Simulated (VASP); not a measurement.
A run of VASP 6.6.1:

File POSCAR:

```
AgCl
1.0
    0.0000000000      2.8843884835      2.6587048966
    2.8843884835      0.0000000000      2.6587048966
    2.8843884835      2.8843884835      0.0000000000
Ag Cl
1 1
Direct
    0.0000000000      0.0000000000      0.0000000000
    0.5000000000      0.5000000000      0.5000000000
```

File INCAR.step1:

```
PREC = Accurate ; ENCUT = 520
ISMEAR = 0 ; SIGMA = 0.01
LREAL = F ; LASPH = T
NELM = 60 ; NBANDS = 16
GGA = PE ; ALGO = Normal
EDIFF = 1E-4 ; LWAVE = T
LCHARG = F
```

INCAR.step2

```
PREC = Accurate ; ENCUT = 520
EDIFF = 1E-6 ; ISMEAR = 0
SIGMA = 0.01 ; LREAL = F
LASPH = T ; NELM = 60
ALGO = Normal ; ISIF = 2
LWAVE = F ; LCHARG = F
METAGGA = R2SCAN ; LMIXTAU = T
NBANDS = 16 ; ISTART = 1
```

KPOINTS

```
Automatic mesh
0
Gamma
  8 8 8
```

Potentials or basis: VASP PAW PBE potentials, release 64 (Ag, Cl).

Run with:

```sh
$ cat potpaw_PBE.64/Ag/POTCAR potpaw_PBE.64/Cl/POTCAR > POTCAR
$ cp INCAR.step1 INCAR
$ mpirun -np 1 vasp_std > vasp.out
$ cp INCAR.step2 INCAR
$ mpirun -np 1 vasp_std > vasp.out
```

Hardware: 1 thread of Intel Xeon 6975P-C, with other jobs on the host.

Q: Estimate the wall time of this run.

A: Wall time 3 min on 1 thread of Intel Xeon 6975P-C (shared host), peak memory 0.19 GiB. Counts: k points 59.
